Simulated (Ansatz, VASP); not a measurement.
**Two plane-wave programs on Al2Cu**

```
Al Cu
1.0
     2.78914    0.00000   -0.05156
     0.00000    2.93063    0.00000
    -1.17688    0.00000    5.63237
Al Cu
2 1
Cartesian
  1.4432 1.4653 1.5877
  0.1690 1.4653 3.9931
  0.0000 0.0000 0.0000
```

Change from the starting cell: the structure that the rattled cell fell into.

Alike in both runs: functional PBE; k mesh 6 × 6 × 4; occupations gaussian, width 0.1 eV; no spin polarisation.

Ansatz relaxed the structure, and its values are those at the end. VASP's run is a single point on that final structure, the one shown.

|  | VASP | Ansatz |
| --- | --- | --- |
| version | VASP 6.6.1 | Ansatz 0.2.0 |
| potentials or method | VASP PAW PBE potentials, release 64 (Al, Cu), cutoff 520 eV | scalar-relativistic, plane waves, PAW |
| valence electrons in the cell | 17 | 25 |

VASP gave:

* gap on the k mesh at the Fermi level (eV): none
* pressure (GPa): 0.2
* rms of the force components (eV/Å): 0.009

Task: What did Ansatz give for the same quantities?

Result: gap on the k mesh at the Fermi level (eV): none; pressure (GPa): 0.0; rms of the force components (eV/Å): 0.002.

A gap of «none» marks a metal or a gap that the smearing closes. With one functional, cell and mesh, what is left measures potentials, basis and numerics. VASP's potentials hold 17 valence electrons a cell and Ansatz's 25, so a difference there can come from the potentials and not from the codes.

The k mesh is coarse, so the values compare programs but aren't converged.
